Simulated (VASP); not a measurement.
Write the native input for VASP 6.6.1 that does the following.

```
Task                   : relaxation of cell and atoms
Functional             : PBE
Potentials or basis    : VASP PAW PBE potentials, release 64 (Hf_pv, H)
Cutoff                 : 600 eV
k mesh                 : 4 × 4 × 4
Occupations            : gaussian, width 0.1 eV
Spin                   : no spin polarisation
Dipole correction      : no
Further INCAR settings : ALGO = Normal; EDIFF = 1e-07; IBRION = 2; EDIFFG = -0.04; NSW = 90; ISIF = 3
```

The structure of HfH6 lies in POSCAR:

```
HfH6
1.0
    3.9468182700      0.0000000000      0.0000000000
    0.0000000000      3.9468182700      0.0000000000
    0.0000000000      0.0000000000      3.9468182700
Hf H
1 6
Direct
    0.0000000000      0.0000000000      0.0000000000
    0.1975000100      0.5000000000      0.5000000000
    0.5000000000      0.1975000100      0.5000000000
    0.8024999900      0.5000000000      0.5000000000
    0.5000000000      0.8024999900      0.5000000000
    0.5000000000      0.5000000000      0.1975000100
    0.5000000000      0.5000000000      0.8024999900
```

The input as run:

INCAR

```
SYSTEM = HfH6
PREC = Accurate ; ENCUT = 600
EDIFF = 1E-7 ; ISMEAR = 0
SIGMA = 0.1 ; LREAL = .False.
LASPH = .True. ; NELM = 100
ALGO = Normal ; ISIF = 3
LWAVE = .False. ; LCHARG = .False.
GGA = PE ; IBRION = 2
NSW = 90 ; EDIFFG = -0.04
```

KPOINTS

```
regular mesh
0
Gamma
  4 4 4
  0 0 0
```

Potentials or basis: VASP PAW PBE potentials, release 64 (Hf_pv, H).

The run is started by

```bash
$ cat potpaw_PBE.64/Hf_pv/POTCAR potpaw_PBE.64/H/POTCAR > POTCAR
$ mpirun -np 1 vasp_std > vasp.out
```

It gave:

```json
{
 "Relaxed volume": "5.30 Å³/atom",
 "Relaxed cell": "a = 3.335 Å, b = 3.335 Å, c = 3.335 Å, α = 90.00°, β = 90.00°, γ = 90.00°",
 "Space group after relaxing (to 0.05 Å)": "Pm-3m (No. 221)",
 "Energy gained by relaxing": "437.2 meV/atom",
 "Ionic steps": "12",
 "Pressure after relaxing": "0.0 GPa",
 "Largest force after relaxing": "0.011 eV/Å",
 "Band gap on the k mesh": "zero (band 8 reaches 7.86 eV, above the bottom of band 9 at 4.06 eV)"
}
```

Caveat: the k points lie up to 0.47 Å⁻¹ apart in the final cell; the volume moved by over 15 % at a fixed basis, so the end points are rough; spin-orbit coupling is left out, which moves the levels of the heavy elements.

Run time: 51 s on 1 thread of Intel(R) Xeon(R) 6975P-C (Granite Rapids), with other jobs on the host, peak memory 0.18 GiB.
